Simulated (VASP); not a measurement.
Write the native input for VASP 6.6.1 that does the following.

- Task: single point
- Functional: PBE
- Potentials or basis: VASP PAW PBE potentials, release 64 (Zr_sv, Te, Br)
- Cutoff: 520 eV
- k mesh: 12 × 12 × 10
- Occupations: gaussian, width 0.1 eV
- Spin: collinear spin, ferromagnetic start
- Starting moments: [0.66, 0.0, 0.0] μB
- Dipole correction: no
- Further INCAR settings: ALGO = Normal; EDIFF = 1e-06; NBANDS = 24

The structure of ZrTeBr lies in POSCAR:

```
ZrTeBr
1.0
    5.0103386377      0.0000000000      0.0000000000
   -2.5051693188      4.3390805418      0.0000000000
    0.0000000000      0.0000000000      3.6530899433
Zr Te Br
1 1 1
Direct
    0.0000000000      0.0000000000      0.5000000000
    0.3333333333      0.6666666667      0.5000000000
    0.6666666667      0.3333333333      0.0000000000
```

One way to write it, as run:

INCAR

```
SYSTEM = ZrTeBr
PREC     = Accurate       ! precision mode
ENCUT    = 520            ! plane-wave cutoff, eV
EDIFF    = 1E-6           ! SCF threshold, eV
ISMEAR   = 0              ! smearing method
SIGMA    = 0.1            ! smearing width, eV
LREAL    = .FALSE.        ! projectors in reciprocal space
LASPH    = .TRUE.         ! aspherical terms in the spheres
NELM     = 150            ! most SCF steps
ALGO     = Normal         ! electronic algorithm
ISIF     = 2              ! what is computed and relaxed
LWAVE    = .FALSE.        ! write WAVECAR
LCHARG   = .TRUE.         ! write CHGCAR
ISPIN    = 2              ! spin polarisation
MAGMOM   = 0.66 0 0       ! initial moments
LORBIT   = 11             ! projections on sites
LMAXMIX  = 4              ! l up to which the mixer works
GGA      = PE             ! functional
LELF     = .TRUE.         ! ELF
LVHAR    = .TRUE.       
NBANDS   = 24             ! bands
```

KPOINTS

```
Automatic mesh
0
G
  12 12 10
  0 0 0
```

Potentials or basis: VASP PAW PBE potentials, release 64 (Zr_sv, Te, Br).

Launch:

```console
$ cat potpaw_PBE.64/Zr_sv/POTCAR potpaw_PBE.64/Te/POTCAR potpaw_PBE.64/Br/POTCAR > POTCAR
$ mpirun -np 1 vasp_std > vasp.out
```

It gave:

```
Pressure                                              : 0.0 GPa
Net moment                                            : 0.00 μB per cell
Valence electrons inside the program's atomic spheres : Zr 9.62; Te 3.47; Br 4.82
```

Wall time 6.5 min on 1 thread of Intel(R) Xeon(R) Platinum 8375C CPU @ 2.90GHz (Ice Lake) (shared host), peak memory 0.49 GiB.
